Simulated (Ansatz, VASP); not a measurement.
## TaTe in VASP and in Ansatz

Contents of INCAR:

```
PREC = Accurate
ENCUT = 520
EDIFF = 1E-6
ISMEAR = 0
SIGMA = 0.05
LREAL = False
LASPH = True
NELM = 150
ALGO = Fast
ISIF = 2
LWAVE = False
LCHARG = True
ISPIN = 2
MAGMOM = 2 -2 0 0
LORBIT = 11
LMAXMIX = 4
GGA = PE
LELF = True
LVHAR = True
NBANDS = 29
```

Contents of KPOINTS:

```
regular mesh
0
Gamma
  10 10 5
```

The input POSCAR:

```
TaTe
1.0
    0.0000000000      2.8479472292      2.8479472292
    2.8479472292      0.0000000000      2.8479472292
    5.6958944584      5.6958944584      0.0000000000
Ta Te
2 2
Direct
    0.5000000000      0.5000000000      0.2500000000
    0.5000000000      0.5000000000      0.7500000000
    0.0000000000      0.0000000000      0.0000000000
    0.0000000000      0.0000000000      0.5000000000
```

Input for Ansatz:

```yaml
crystal:
  lattice:
    - [0.0, 2.8479472292, 2.8479472292]
    - [2.8479472292, 0.0, 2.8479472292]
    - [5.6958944584, 5.6958944584, 0.0]
  atoms:
    - { symbol: Ta, position: [0.5, 0.5, 0.25], spin: 2.0 }
    - { symbol: Te, position: [0.0, 0.0, 0.0] }
    - { symbol: Ta, position: [0.5, 0.5, 0.75], spin: -2.0 }
    - { symbol: Te, position: [0.0, 0.0, 0.5] }
basis:
  ecutwfc: 420
  ecutrho_ratio: 4
kpoints:
  mp_grid: { grid: [10, 10, 5] }
hamiltonian:
  xc: pbe
scf:
  occupations: { method: gaussian, width: 0.05 }
output:
  forces: true
  stress: true
  eigenvalues: true
  populations: true
  write_density: true
  write_potential: true
  elf: true
  volumetric_format: npy
magnetization:
  spin_polarized: true
```

Alike in both runs: task single point; functional PBE; k mesh 10 × 10 × 5; occupations gaussian, width 0.05 eV; collinear spin.

|  | VASP | Ansatz |
| --- | --- | --- |
| version | VASP 6.6.1 | Ansatz 0.2.0 |
| potentials or method | VASP PAW PBE potentials, release 64 (Ta_pv, Te), cutoff 520 eV | scalar-relativistic, plane waves, PAW |
| valence electrons in the cell | 34 | 58 |

```tsv
	VASP	Ansatz	Ansatz less VASP
gap on the k mesh at the Fermi level (eV)	none	none	-
pressure (GPa)	0.0	-0.1	-0.05
net moment per atom (μB)	0.00	0.00	0.000
```

A gap of «none» marks a metal or a gap that the smearing closes. The functional is the same, so the differences come from potentials, cutoffs and numerics. VASP's potentials hold 34 valence electrons a cell and Ansatz's 58, so a difference there can come from the potentials and not from the codes. Ansatz's warnings: seeded moment not kept.

Neither program's run includes spin-orbit coupling.
